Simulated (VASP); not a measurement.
Here is a VASP 6.6.1 calculation.

The input INCAR:

```
PREC = Accurate
ENCUT = 500
EDIFF = 1E-6
ISMEAR = -1
SIGMA = 0.05
LREAL = False
LASPH = True
NELM = 200
ALGO = Normal
ISIF = 2
LWAVE = False
LCHARG = False
ISPIN = 2
MAGMOM = 1 1 1 1
LORBIT = 11
LMAXMIX = 4
GGA = PE
NBANDS = 30
GGA_COMPAT = False
```

File KPOINTS:

```
regular mesh
0
Gamma
  15 15 4
```

The input POSCAR:

```
Ir
1.0
    2.8435360587      0.0000000000      0.0000000000
   -1.4217680293      2.4625744634      0.0000000000
    0.0000000000      0.0000000000      9.2965559453
Ir
4
Direct
    1.0000000000      0.0000000000      0.0000000000
    1.0000000000      0.0000000000      0.5000000000
    0.3333333333      0.6666666667      0.2500000000
    0.6666666667      0.3333333333      0.7500000000
```

Potentials or basis: VASP PAW PBE potentials, release 64 (Ir).

The run is started by

```console
$ cat potpaw_PBE.64/Ir/POTCAR > POTCAR
$ mpirun -np 1 vasp_std > vasp.out
```

Predict the pressure.

-29.2 GPa.

Estimate the net moment.

0.00 μB per cell.

Estimate the band gap on the k mesh.

zero (filled and empty bands overlap).

Stress tensor (GPa, compression positive):
```
-29.12   0.00   0.00
  0.00 -29.12   0.00
  0.00   0.00 -29.25
```

Caveat: the cell stands under tension; spin-orbit coupling is left out, which moves the levels of the heavy elements.
